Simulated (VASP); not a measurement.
Input of a VASP 6.6.1 run:

The input INCAR:

```
SYSTEM = Re
ALGO = Fast ; EDIFF = 1E-6
ENCUT = 520 ; GGA = PS
ISIF = 2 ; ISMEAR = -1
LASPH = .TRUE. ; LCHARG = .FALSE.
LREAL = .FALSE. ; LWAVE = .FALSE.
NBANDS = 14 ; NELM = 100
PREC = Accurate ; SIGMA = 0.05
```

The input KPOINTS:

```
k-points
0
G
  11 11 6
  0 0 0
```

The input POSCAR:

```
Re
1.0
    2.7422705826      0.0000000000      0.0000000000
   -1.3711352913      2.3748759886      0.0000000000
    0.0000000000      0.0000000000      4.4282782931
Re
2
Direct
    0.6666666667      0.3333333333      0.7500000000
    0.3333333333      0.6666666667      0.2500000000
```

Potentials or basis: VASP PAW PBE potentials, release 64 (Re).

Run with:

```console
$ cat potpaw_PBE.64/Re/POTCAR > POTCAR
$ mpirun -np 1 vasp_std > vasp.out
```

(1) Estimate the band gap on the k mesh.

(2) Estimate the pressure.

## Answers

(1) zero (band 7 reaches 9.37 eV, above the bottom of band 8 at 6.20 eV).

(2) 3.8 GPa.

Caveat: the PAW data sets were made with another functional, which shifts forces and pressure a little; spin-orbit coupling is left out, which moves the levels of the heavy elements.
